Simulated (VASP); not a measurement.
Write the native input for VASP 6.6.1 that does the following.

* Task: single point
* Functional: PBE0
* Potentials or basis: VASP PAW PBE potentials, release 64 (Bi_d)
* Cutoff: 520 eV
* k mesh: 6 × 6 × 6
* Occupations: fermi-dirac, width 0.05 eV
* Spin: no spin polarisation
* Dipole correction: no
* Grid for exact exchange (PRECFOCK): Normal
* Further INCAR settings: ALGO = Normal; EDIFF = 1e-06; NBANDS = 14
* Share of exact exchange: 0.25

Crystal: Bi.

```
Bi
1.0
    -1.98143    1.98143    1.98143
     1.98143   -1.98143    1.98143
     1.98143    1.98143   -1.98143
Bi
1
Direct
  0.00000 0.00000 0.00000
```

This isn't the form of Bi at room conditions, which is rhombohedral.

These files were run (other wordings do the same):

POSCAR

```
Bi
1.0
   -1.9814305318      1.9814305318      1.9814305318
    1.9814305318     -1.9814305318      1.9814305318
    1.9814305318      1.9814305318     -1.9814305318
Bi
1
Direct
    0.0000000000      0.0000000000      0.0000000000
```

INCAR.step1

```
SYSTEM = Bi
ALGO = Normal
EDIFF = 1E-5
ENCUT = 520
GGA = PE
ISIF = 2
ISMEAR = -1
LASPH = .TRUE.
LCHARG = .FALSE.
LREAL = .FALSE.
LWAVE = .TRUE.
NBANDS = 14
NELM = 100
PREC = Accurate
SIGMA = 0.05
```

INCAR.step2

```
SYSTEM = Bi
AEXX = 0.25
ALGO = Normal
EDIFF = 1E-6
ENCUT = 520
GGA = PE
ISIF = 2
ISMEAR = -1
ISTART = 1
LASPH = .TRUE.
LCHARG = .FALSE.
LHFCALC = .TRUE.
LREAL = .FALSE.
LWAVE = .FALSE.
NBANDS = 14
NELM = 100
PREC = Accurate
PRECFOCK = Normal
SIGMA = 0.05
```

KPOINTS

```
k-points
0
G
  6 6 6
  0 0 0
```

Potentials or basis: VASP PAW PBE potentials, release 64 (Bi_d).

Launch:

```sh
$ cat potpaw_PBE.64/Bi_d/POTCAR > POTCAR
$ cp INCAR.step1 INCAR
$ mpirun -np 1 vasp_std > vasp.out
$ cp INCAR.step2 INCAR
$ mpirun -np 1 vasp_std > vasp.out
```

Results of the run:

The pressure is -0.8 GPa. The band gap on the k mesh is zero (an odd number of electrons rules out a gap without spin polarisation).

Caveat: the k points lie up to 0.37 Å⁻¹ apart, too coarse for converged energies and pressures of a metal; the PAW data sets were made with another functional, which shifts forces and pressure a little; spin-orbit coupling is left out, which moves the levels of the heavy elements.

It took 22 min on 1 thread of Intel(R) Xeon(R) Platinum 8375C CPU @ 2.90GHz (Ice Lake), on a shared host, peak memory 0.17 GiB.
